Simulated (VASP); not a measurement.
Input of a VASP 6.6.1 run:

POSCAR

```
AlN
1.0
    2.8581321112      0.0000000000      0.0000000000
   -1.4290660556      2.4752150157      0.0000000000
    0.0000000000      0.0000000000      4.9784048429
Al N
2 2
Direct
    0.3333333333      0.6666666667      0.0016929024
    0.6666666667      0.3333333333      0.5016929024
    0.3333333333      0.6666666667      0.3833070976
    0.6666666667      0.3333333333      0.8833070976
```

INCAR.step1

```
SYSTEM = AlN
ALGO = Normal ; EDIFF = 1E-4
ENCUT = 520 ; GGA = PE
ISMEAR = 0 ; LASPH = .True.
LCHARG = .False. ; LREAL = .False.
LWAVE = .True. ; NBANDS = 16
NELM = 80 ; PREC = Accurate
SIGMA = 0.05
```

INCAR.step2

```
SYSTEM = AlN
ALGO = Normal ; EDIFF = 1E-6
ENCUT = 520 ; ISIF = 2
ISMEAR = 0 ; ISTART = 1
LASPH = .True. ; LCHARG = .False.
LMIXTAU = .True. ; LREAL = .False.
LWAVE = .False. ; METAGGA = R2SCAN
NBANDS = 16 ; NELM = 80
PREC = Accurate ; SIGMA = 0.05
```

The input KPOINTS:

```
k-points
0
Gamma
  12 12 6
  0 0 0
```

Potentials or basis: VASP PAW PBE potentials, release 64 (Al, N).

The run is started by

```sh
$ cat potpaw_PBE.64/Al/POTCAR potpaw_PBE.64/N/POTCAR > POTCAR
$ cp INCAR.step1 INCAR
$ mpirun -np 1 vasp_std > vasp.out
$ cp INCAR.step2 INCAR
$ mpirun -np 1 vasp_std > vasp.out
```

Problem. Predict the largest force.

Solution. 1.564 eV/Å.

Problem. Estimate the pressure.

Solution. 52.3 GPa.

Problem. Estimate the band gap on the k mesh.

Solution. 5.54 eV, indirect (least direct gap 6.33 eV).

Stress tensor (GPa, compression positive):
```
71.42  0.00  0.00
 0.00 71.42  0.00
 0.00  0.00 14.04
```

Caveat: the cell differs from its parent crystal (strain -0.080 along x and y, +0.000 along z); the PAW data sets were made with another functional, which shifts forces and pressure a little. A k mesh can miss the band edges.
